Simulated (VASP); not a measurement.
# GaSb (zincblende type) (F-43m) in VASP: further runs

GaSb (zincblende type) is run at these levels: PBEsol; tasks: single point, relaxation of cell and atoms.

All numbers are computed with VASP 6.6.1; they aren't measurements. Logs are shortened: lines on timing, memory, paths and dates and some standing lists are left out, and cuts for length are marked.

### 1 The cell of the first run

Symmetry: F-43m, No. 216, cubic system. Conventional cell: a = 5.987 Å, b = 5.987 Å, c = 5.987 Å, α = 90.00°, β = 90.00°, γ = 90.00°. Within 3.4 Å of Ga (site symmetry -43m) lie 4 Sb at 2.59 Å. Within 3.4 Å of Sb (site symmetry -43m) lie 4 Ga at 2.59 Å.

### 2 Single point, PBEsol (26.82 Å³/atom)

INCAR reads:

```
PREC = Accurate ; ENCUT = 520
EDIFF = 1E-7 ; ISMEAR = -1
SIGMA = 0.05 ; LREAL = False
LASPH = True ; NELM = 80
ALGO = Normal ; ISIF = 2
LWAVE = False ; LCHARG = False
GGA = PS ; NBANDS = 16
```

KPOINTS reads:

```
Automatic mesh
0
Gamma
  11 11 11
```

POSCAR reads:

```
GaSb
1.0
    0.0000000000      2.9932688467      2.9932688467
    2.9932688467      0.0000000000      2.9932688467
    2.9932688467      2.9932688467      0.0000000000
Ga Sb
1 1
Direct
    0.0000000000      0.0000000000      0.0000000000
    0.2500000000      0.2500000000      0.2500000000
```

Potentials or basis: VASP PAW PBE potentials, release 64 (Ga_d, Sb).

Run with:

```console
$ cat potpaw_PBE.64/Ga_d/POTCAR potpaw_PBE.64/Sb/POTCAR > POTCAR
$ mpirun -np 1 vasp_std > vasp.out
```

OUTCAR:

```text
PREC = Accurate
   ENCUT = 520
   EDIFF = 1E-7
   ISMEAR = -1
   LREAL = False
   LASPH = True
   NELM = 80
   ISIF = 2
   GGA = PS

 ion  position               nearest neighbor table
   1  0.000  0.000  0.000-   2 2.59   2 2.59   2 2.59   2 2.59
   2  0.250  0.250  0.250-   1 2.59   1 2.59   1 2.59   1 2.59

  LATTYP: Found a face centered cubic cell.
 ALAT       =     5.9865376934

  Lattice vectors:

 A1 = (   0.0000000000,   2.9932688467,   2.9932688467)
 A2 = (   2.9932688467,   0.0000000000,   2.9932688467)
 A3 = (   2.9932688467,   2.9932688467,   0.0000000000)

Analysis of symmetry for initial positions (statically):
=====================================================================
 Subroutine PRICEL returns:
 Original cell was already a primitive cell.

 Routine SETGRP: Setting up the symmetry group for a
 face centered cubic supercell.

 Subroutine GETGRP returns: Found 24 space group operations
 (whereof 24 operations were pure point group operations)
 out of a pool of 48 trial point group operations.

The static configuration has the point symmetry T_d .

Analysis of symmetry for dynamics (positions and initial velocities):
=====================================================================
 Subroutine PRICEL returns:
 Original cell was already a primitive cell.

 Routine SETGRP: Setting up the symmetry group for a
 face centered cubic supercell.

 Subroutine GETGRP returns: Found 24 space group operations
 (whereof 24 operations were pure point group operations)
 out of a pool of 48 trial point group operations.

The dynamic configuration has the point symmetry T_d .

 Subroutine INISYM returns: Found 24 space group operations
 (whereof 24 operations are pure point group operations),
 and found     1 'primitive' translations

----------------------------------------------------------------------------------------

                                     Primitive cell

  volume of cell :      53.6373

  direct lattice vectors                    reciprocal lattice vectors
     0.000000000  2.993268847  2.993268847    -0.167041461  0.167041461  0.167041461
     2.993268847  0.000000000  2.993268847     0.167041461 -0.167041461  0.167041461
     2.993268847  2.993268847  0.000000000     0.167041461  0.167041461 -0.167041461

  length of vectors
     4.233121399  4.233121399  4.233121399     0.289324297  0.289324297  0.289324297

  position of ions in fractional coordinates (direct lattice)
     0.000000000  0.000000000  0.000000000
     0.250000000  0.250000000  0.250000000

  ion indices of the primitive-cell ions
   primitive index   ion index
                 1           1
                 2           2

----------------------------------------------------------------------------------------

 KPOINTS: Automatic mesh

Automatic generation of k-mesh.
 Grid dimensions read from file:
 generate k-points for:   11   11   11

 Generating k-lattice:

  Cartesian coordinates                     Fractional coordinates (reciprocal lattice)
    -0.015185587  0.015185587  0.015185587     0.090909091  0.000000000  0.000000000
     0.015185587 -0.015185587  0.015185587     0.000000000  0.090909091  0.000000000
     0.015185587  0.015185587 -0.015185587     0.000000000  0.000000000  0.090909091

  Length of vectors
     0.026302209  0.026302209  0.026302209

  Shift w.r.t. Gamma in fractional coordinates (k-lattice)
     0.000000000  0.000000000  0.000000000

 Subroutine IBZKPT returns following result:
 ===========================================

 Found     56 irreducible k-points:

 Following reciprocal coordinates:
            Coordinates               Weight
  0.000000  0.000000  0.000000      1.000000
  0.090909  0.000000  0.000000      8.000000
  0.181818  0.000000  0.000000      8.000000
  0.272727  0.000000  0.000000      8.000000
  0.363636  0.000000  0.000000      8.000000
  0.454545  0.000000  0.000000      8.000000
[... 16 lines left out ...]
 -0.272727  0.181818  0.000000     24.000000
 -0.181818  0.181818  0.000000     12.000000
 [... further k-points ...]
   k-points           NKPTS =     56   k-points in BZ     NKDIM =     56   number of bands    NBANDS=     16
   number of dos      NEDOS =    301   number of ions     NIONS =      2
   total plane-waves  NPLWV =  32768
   dimension x,y,z NGX =    32 NGY =   32 NGZ =   32
   dimension x,y,z NGXF=    64 NGYF=   64 NGZF=   64
   ions per type =               1   1
   NGX,Y,Z   is equivalent  to a cutoff of  12.57, 12.57, 12.57 a.u.
   NGXF,Y,Z  is equivalent  to a cutoff of  25.13, 25.13, 25.13 a.u.
 SYSTEM =  unknown system
   PREC   = accura    normal or accurate (medium, high low for compatibility)
   ISTART =      0    job   : 0-new  1-cont  2-samecut
   ICHARG =      2    charge: 1-file 2-atom 10-const
   ISPIN  =      1    spin polarized calculation?
   LNONCOLLINEAR =      F non collinear calculations
   LSORBIT =      F    spin-orbit coupling
   LASPH  =      T    aspherical Exc in radial PAW
   ENCUT  =  520.0 eV  38.22 Ry    6.18 a.u.   7.87  7.87  7.87*2*pi/ulx,y,z
   NELM   =     80;   NELMIN=  2; NELMDL= -5     # of ELM steps
   EDIFF  = 0.1E-06   stopping-criterion for ELM
   LREAL  =      F    real-space projection
   EDIFFG = 0.1E-05   stopping-criterion for IOM
   NSW    =      0    number of steps for IOM
   IBRION =     -1    ionic relax: 0-MD 1-quasi-New 2-CG
   NFREE  =      0    steps in history (QN), initial steepest desc. (CG)
   ISIF   =      2    stress and relaxation
   ISYM   =      2    0-nonsym 1-usesym 2-fastsym
   POTIM  = 0.5000    time-step for ionic-motion
   TEBEG  =    0.0;   TEEND  =   0.0 temperature during run
   PSTRESS=    0.0 pullay stress
   NELECT =      18.0000    total number of electrons
   NUPDOWN=      -1.0000    fix difference up-down
   EMIN   =  10.00;   EMAX   =-10.00  energy-range for DOS
   EFERMI =   0.00;   METHOD = LEGACY
   ISMEAR =    -1;   SIGMA  =   0.05  broadening in eV -4-tet -1-fermi 0-gaus
   EFERMI_NEDOS =   21; number of points for ismear=-14 and -15
   IALGO  =     38    algorithm
   IMIX   =      4    mixing-type and parameters
     AMIX     =   0.40;   BMIX     =  1.00
     AMIX_MAG =   1.60;   BMIX_MAG =  1.00
  volume/ion in A,a.u.               =      26.82       180.98
  Fermi-wavevector in a.u.,A,eV,Ry     =   1.137653  2.149853 17.609410  1.294255
  Thomas-Fermi vector in A             =   2.274358
   LORBIT       =      0    0 simple, 1 ext, 2 COOP (PROOUT), +10 PAW based schemes
   GGA     = PS    functional components
   LHFCALC =     F    Hartree Fock is set to
   AEXX    =    0.0000 exact exchange contribution
   IVDW    =     0    specifies the selected vdW correction
   LEPSILON=     F    determine dielectric tensor
   LRPA    =     F    only Hartree local field effects (RPA)
 non-spin polarized calculation
  energy-cutoff  :      520.00
  volume of cell :       53.64
 maximum number of plane-waves:      1460
   NGX = 15   NGY = 15   NGZ = 15

 number of electron      18.0000010 magnetization

 Free energy of the ion-electron system (eV)
  ---------------------------------------------------
  ext. energy  EPLUGINS =         0.00000000
  ---------------------------------------------------
  free energy    TOTEN  =        -8.11510612 eV

  energy without entropy =       -8.11506365  energy(sigma->0) =       -8.11508489

 E-fermi :   5.6461     XC(G=0):  -9.5532

 val. band max:        5.4198383237   @ k =   0.0000   0.0000   0.0000
 cond. band min:       5.8852119329   @ k =   0.0000   0.0000   0.0000
 fundamental gap:      0.4653736091
 Fermi energy:         5.6460898239

 k-point     1 :       0.0000    0.0000    0.0000
  band No.  band energies     occupation
      1      -9.7201      2.00000
      2      -9.7201      2.00000
      3      -9.7201      2.00000
      4      -9.6587      2.00000
      5      -9.6587      2.00000
      6      -6.5582      2.00000
[... 8 lines left out ...]
     15      14.1484      0.00000
     16      14.1484      0.00000

 k-point     2 :       0.0909    0.0000    0.0000
  band No.  band energies     occupation
      1      -9.7232      2.00000
      2      -9.7188      2.00000
      3      -9.7188      2.00000
      4      -9.6589      2.00000
      5      -9.6589      2.00000
      6      -6.4658      2.00000
[... 8 lines left out ...]
     15      13.4768      0.00000
     16      13.4768      0.00000

 k-point     3 :       0.1818    0.0000    0.0000
  band No.  band energies     occupation
      1      -9.7314      2.00000
      2      -9.7156      2.00000
      3      -9.7156      2.00000
      4      -9.6593      2.00000
      5      -9.6593      2.00000
      6      -6.1947      2.00000
[... 8 lines left out ...]
     15      12.9816      0.00000
     16      12.9816      0.00000

 k-point     4 :       0.2727    0.0000    0.0000
  band No.  band energies     occupation
      1      -9.7419      2.00000
      2      -9.7116      2.00000
      3      -9.7116      2.00000
      4      -9.6593      2.00000
      5      -9.6593      2.00000
      6      -5.7680      2.00000
[... 8 lines left out ...]
     15      13.1175      0.00000
     16      13.1176      0.00000

 k-point     5 :       0.3636    0.0000    0.0000
  band No.  band energies     occupation
      1      -9.7513      2.00000
      2      -9.7084      2.00000
      3      -9.7084      2.00000
      4      -9.6590      2.00000
      5      -9.6590      2.00000
      6      -5.2498      2.00000
[... 8 lines left out ...]
     15      13.9227      0.00000
     16      13.9227      0.00000

 k-point     6 :       0.4545    0.0000    0.0000
  band No.  band energies     occupation
      1      -9.7568      2.00000
      2      -9.7067      2.00000
      3      -9.7067      2.00000
      4      -9.6586      2.00000
      5      -9.6586      2.00000
      6      -4.8225      2.00000
[... 8 lines left out ...]
     15      15.1164      0.00000
     16      15.1164      0.00000
[... 267 lines left out ...]
 k-point    21 :      -0.4545    0.1818    0.0000
  band No.  band energies     occupation
      1      -9.7621      2.00000
      2      -9.7030      2.00000
      3      -9.7010      2.00000
      4      -9.6624      2.00000
      5      -9.6583      2.00000
      6      -4.4781      2.00000
[... 8 lines left out ...]
     15      14.8375      0.00000
     16      14.9519      0.00000

 k-point    22 :      -0.3636    0.1818    0.0000
  band No.  band energies     occupation
      1      -9.7598      2.00000
      2      -9.7036      2.00000
      3      -9.7027      2.00000
      4      -9.6606      2.00000
      5      -9.6600      2.00000
      6      -4.6556      2.00000
[... 8 lines left out ...]
     15      13.4571      0.00000
     16      14.9687      0.00000

 k-point    23 :      -0.2727    0.1818    0.0000
  band No.  band energies     occupation
      1      -9.7539      2.00000
      2      -9.7062      2.00000
      3      -9.7052      2.00000
      4      -9.6612      2.00000
      5      -9.6594      2.00000
      6      -5.1350      2.00000
[... 8 lines left out ...]
     15      14.1261      0.00000
     16      15.8898      0.00000

 k-point    24 :      -0.1818    0.1818    0.0000
  band No.  band energies     occupation
      1      -9.7458      2.00000
      2      -9.7104      2.00000
      3      -9.7080      2.00000
      4      -9.6613      2.00000
      5      -9.6587      2.00000
      6      -5.6207      2.00000
[... 8 lines left out ...]
     15      14.1193      0.00000
     16      14.4736      0.00000

 [... further k-points ...]
[... 5 lines left out ...]
  --------------------------------------------------------------------------------------
  -------------------------------------------------------------------------------------
  Total        1.2745788      1.2745788      1.2745788     -0.0000000     -0.0000000     -0.0000000
  in kB       38.0723871     38.0723871     38.0723871     -0.0000000     -0.0000000     -0.0000000
  external PRESSURE =      38.0723871 kB  Pullay stress =       0.0000000 kB

 VOLUME and BASIS-vectors are now :
 -----------------------------------------------------------------------------
  energy-cutoff  :      520.00
  volume of cell :       53.64
      direct lattice vectors                 reciprocal lattice vectors
     0.000000000  2.993268847  2.993268847    -0.167041461  0.167041461  0.167041461
     2.993268847  0.000000000  2.993268847     0.167041461 -0.167041461  0.167041461
     2.993268847  2.993268847  0.000000000     0.167041461  0.167041461 -0.167041461

 POSITION                                       TOTAL-FORCE (eV/Angst)
 -----------------------------------------------------------------------------------
      0.00000      0.00000      0.00000         0.000000      0.000000      0.000000
      1.49663      1.49663      1.49663        -0.000000     -0.000000     -0.000000
 -----------------------------------------------------------------------------------
    total drift:                                0.000001      0.000001      0.000001

  FREE ENERGIE OF THE ION-ELECTRON SYSTEM (eV)
  ---------------------------------------------------
  free  energy   TOTEN  =        -8.1151061213 eV

  energy  without entropy=       -8.1150636531  energy(sigma->0) =       -8.11508489
```

Run time: 64 s. Hardware: 1 thread of AMD EPYC 7R13, shared host; peak memory 0.17 GiB.

What came out:

```
Free energy            : -8.1151 eV
Pressure               : 3.8 GPa
Band gap on the k mesh : 0.47 eV
```

Levels at points of the mesh, in eV from the valence-band top:
| k point | band 7 | band 8 | band 9 | band 10 | band 11 | band 12 |
| --- | --- | --- | --- | --- | --- | --- |
| (0.00, 0.00, 0.00) | 0.00 | 0.00 | 0.00 | 0.47 | 2.74 | 2.74 |

Caveat: the cell stands under pressure; the PAW data sets were made with another functional, which shifts forces and pressure a little; spin-orbit coupling is left out, which moves the levels of the heavy elements; an odd mesh through Γ misses points on the zone boundary, where band edges can lie.

### 3 Single point, PBEsol

This run uses another cell than the first one, of 28.53 Å³/atom.

INCAR, as its differences from that of step 2:

```diff
@@ -1,3 +1,3 @@
 PREC = Accurate ; ENCUT = 520
-EDIFF = 1E-7 ; ISMEAR = -1
+EDIFF = 1E-6 ; ISMEAR = -1
 SIGMA = 0.05 ; LREAL = False
```

KPOINTS reads:

```
regular mesh
0
Gamma
  11 11 11
```

POSCAR reads:

```
GaSb
1.0
    0.0000000000      3.0556464818      3.0556464818
    3.0556464818      0.0000000000      3.0556464818
    3.0556464818      3.0556464818      0.0000000000
Ga Sb
1 1
Direct
    0.0000000000      0.0000000000      0.0000000000
    0.2500000000      0.2500000000      0.2500000000
```

Potentials or basis: VASP PAW PBE potentials, release 64 (Ga_d, Sb).

Run with:

```console
$ cat potpaw_PBE.64/Ga_d/POTCAR potpaw_PBE.64/Sb/POTCAR > POTCAR
$ mpirun -np 1 vasp_std > vasp.out
```

Run time: 64 s. Hardware: 1 thread of AMD EPYC 7R13, shared host; peak memory 0.18 GiB.

The run converged. Its results:

* Free energy: -8.1546 eV
* Pressure: 0.1 GPa

Levels at points of the mesh, in eV from the Fermi level:
| k point | band 6 | band 7 | band 8 | band 9 | band 10 | band 11 | band 12 | band 13 |
| --- | --- | --- | --- | --- | --- | --- | --- | --- |
| (0.00, 0.00, 0.00) | -11.61 | -0.08 | -0.08 | -0.08 | -0.06 | 2.68 | 2.68 | 2.68 |

Caveat: the PAW data sets were made with another functional, which shifts forces and pressure a little; spin-orbit coupling is left out, which moves the levels of the heavy elements.

(Continued in part 2 of 2.)
